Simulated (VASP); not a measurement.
Write the native input for VASP 6.6.1 that does the following.

```
Task                   : single point
Functional             : PBE
Potentials or basis    : VASP PAW PBE potentials, release 64 (Ti_sv, O)
Cutoff                 : 520 eV
k mesh                 : 6 × 6 × 10
Occupations            : gaussian, width 0.02 eV
Spin                   : no spin polarisation
Dipole correction      : no
Further INCAR settings : ALGO = Normal; EDIFF = 1e-06; NBANDS = 33
```

The structure of TiO2 lies in POSCAR:

```
TiO2
1.0
    4.6433175423      0.0000000000      0.0000000000
    0.0000000000      4.6433175423      0.0000000000
    0.0000000000      0.0000000000      2.9638680069
Ti O
2 4
Direct
    0.5000000000      0.5000000000      0.0000000000
    0.0000000000      0.0000000000      0.5000000000
    0.6948714493      0.6948714493      0.5000000000
    0.8051285507      0.1948714493      0.0000000000
    0.1948714493      0.8051285507      0.0000000000
    0.3051285507      0.3051285507      0.5000000000
```

The input as run:

INCAR

```
PREC = Accurate ; ENCUT = 520
EDIFF = 1E-6 ; ISMEAR = 0
SIGMA = 0.02 ; LREAL = F
LASPH = T ; NELM = 100
ALGO = Normal ; ISIF = 2
LWAVE = F ; LCHARG = F
GGA = PE ; NBANDS = 33
```

KPOINTS

```
Automatic mesh
0
Gamma
  6 6 10
```

Potentials or basis: VASP PAW PBE potentials, release 64 (Ti_sv, O).

The run is started by

```console
$ cat potpaw_PBE.64/Ti_sv/POTCAR potpaw_PBE.64/O/POTCAR > POTCAR
$ mpirun -np 1 vasp_std > vasp.out
```

It gave:

| Quantity | Value |
| --- | --- |
| Pressure | 0.7 GPa |
| Largest force | 0.029 eV/Å |
| Band gap on the k mesh | 1.84 eV, direct |

It took 100 s on 1 thread of Intel(R) Xeon(R) Platinum 8259CL CPU @ 2.50GHz (Skylake/Cascade Lake), with other jobs on the host, peak memory 0.23 GiB.
